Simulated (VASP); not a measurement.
Here is a VASP 6.6.1 calculation.

The input INCAR:

```
SYSTEM = Zn15Se16
ALGO = Normal
EDIFF = 1E-6
ENCUT = 520
GGA = PS
ISIF = 2
ISMEAR = 0
LASPH = .True.
LCHARG = .False.
LREAL = Auto
LWAVE = .False.
NBANDS = 159
NELECT = 278.0
NELM = 60
PREC = Accurate
SIGMA = 0.02
```

The input KPOINTS:

```
Automatic mesh
0
Gamma
  2 2 2
  0.5 0.5 0.5
```

Contents of POSCAR:

```
Zn15Se16
1.0
   -5.6332473954      5.6332473954     -5.6332473954
    5.6332473954      5.6332473954      5.6332473954
    5.6332473954     -5.6332473954     -5.6332473954
Zn Se
15 16
Direct
    0.2530539492      0.2614602904      0.5000000537
    0.5084063949      0.2469461045      0.2469461045
    0.7614602553      0.7530539141      0.5000000537
    0.2530539492      0.5000000537      0.2614602904
    0.4999999649      0.0000000000      0.4999999649
    0.0000000000      0.7530539141      0.2614602017
    0.7469461582      0.2469461045      0.0084063413
    0.4999999649      0.4999999649      0.0000000000
    0.7469461582      0.0084063413      0.2469461045
    0.0000000000      0.2614602017      0.7530539141
    0.2385397632      0.7385398169     -0.0084063413
    0.0000000000      0.0000000000      0.0000000000
    0.7614602553      0.5000000537      0.7530539141
    0.4915937124      0.7385398169      0.7385398169
    0.2385397632     -0.0084063413      0.7385398169
    0.2487736472      0.2503581684      0.7487736121
    0.0000000000      0.5000000537      0.7345088383
    0.5015844861      0.2512263177      0.4999999649
    0.7503581333      0.7487736121      0.7487736121
    0.2345087846      0.4999999649      0.4999999649
    0.4984155324     -0.0015845212      0.7496418502
    0.0000000000      0.7345088383      0.5000000537
    0.7654911452      0.2654911803      0.2654911803
    0.5015844861      0.4999999649      0.2512263177
    0.7512263714      0.0015845212      0.5000000537
    0.0000000000      0.2512263177      0.0015845212
    0.2487736472      0.7487736121      0.2503581684
    0.0000000000      0.0015845212      0.2512263177
    0.7512263714      0.5000000537      0.0015845212
    0.4984155324      0.7496418502     -0.0015845212
    0.2496417965     -0.0015845212     -0.0015845212
```

Potentials or basis: VASP PAW PBE potentials, release 64 (Zn, Se).

The run is started by

```console
$ cat potpaw_PBE.64/Zn/POTCAR potpaw_PBE.64/Se/POTCAR > POTCAR
$ mpirun -np 1 vasp_std > vasp.out
```

Task: Estimate the largest force.

Result: 0.042 eV/Å.

Forces in eV/Å, atoms in the order of the input:
```
Zn  -0.010  0.004 -0.010
Zn  -0.004 -0.010  0.010
Zn   0.010  0.004  0.010
Zn  -0.010  0.010 -0.004
Zn   0.000  0.000  0.000
Zn   0.004  0.010  0.010
Zn  -0.010 -0.004  0.010
Zn   0.000  0.000  0.000
Zn  -0.010 -0.010  0.004
Zn   0.004 -0.010 -0.010
Zn   0.010 -0.004 -0.010
Zn   0.000  0.000  0.000
Zn   0.010 -0.010 -0.004
Zn  -0.004  0.010 -0.010
Zn   0.010  0.010  0.004
Se  -0.010 -0.010 -0.014
Se  -0.024  0.024  0.024
Se   0.010 -0.014  0.010
Se   0.014 -0.010  0.010
Se   0.024 -0.024  0.024
Se   0.010  0.014 -0.010
Se  -0.024 -0.024 -0.024
Se   0.024  0.024 -0.024
Se   0.010 -0.010  0.014
Se  -0.010 -0.014 -0.010
Se  -0.014  0.010  0.010
Se  -0.010  0.014  0.010
Se  -0.014 -0.010 -0.010
Se  -0.010  0.010  0.014
Se   0.010  0.010 -0.014
Se   0.014  0.010 -0.010
```

Caveat: the cell carries a net charge on a neutralising background, which shifts energy and pressure; the PAW data sets were made with another functional, which shifts forces and pressure a little.
